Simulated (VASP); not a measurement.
TaRu, 2 atoms in the cell. The structure is cubic, space group Pm-3m (No. 221). Conventional cell: a = 3.144 Å, b = 3.144 Å, c = 3.144 Å, α = 90.00°, β = 90.00°, γ = 90.00°. Ta (site symmetry m-3m) has 8 Ru at 2.72 Å and 6 Ta at 3.14 Å within 3.6 Å. Ru (site symmetry m-3m) has 8 Ta at 2.72 Å and 6 Ru at 3.14 Å within 3.6 Å.  This cell differs from its parent crystal: volume scaled by 0.96.

```yaml
Program: VASP 6.6.1
Task: single point
Functional: LDA
Potentials_or_basis: VASP PAW LDA potentials, release 64 (Ta_pv, Ru_pv)
Cutoff: 520 eV
k_mesh: 13 × 13 × 13
Occupations: fermi-dirac, width 0.03 eV
Spin: no spin polarisation
Dipole_correction: no
Further_INCAR_settings: ALGO = Normal; EDIFF = 1e-07; NBANDS = 20
```

Potentials or basis: VASP PAW LDA potentials, release 64 (Ta_pv, Ru_pv).

The run is started by

```sh
$ cat potpaw_LDA.64/Ta_pv/POTCAR potpaw_LDA.64/Ru_pv/POTCAR > POTCAR
$ mpirun -np 1 vasp_std > vasp.out
```

Hardware: 1 thread of AMD EPYC 7R13, with other jobs on the host.

Q: How long does it take, and how much memory?

A: It took 82 s on 1 thread of AMD EPYC 7R13, with other jobs on the host, peak memory 0.14 GiB. Counts: scf iterations 13, k points 84.
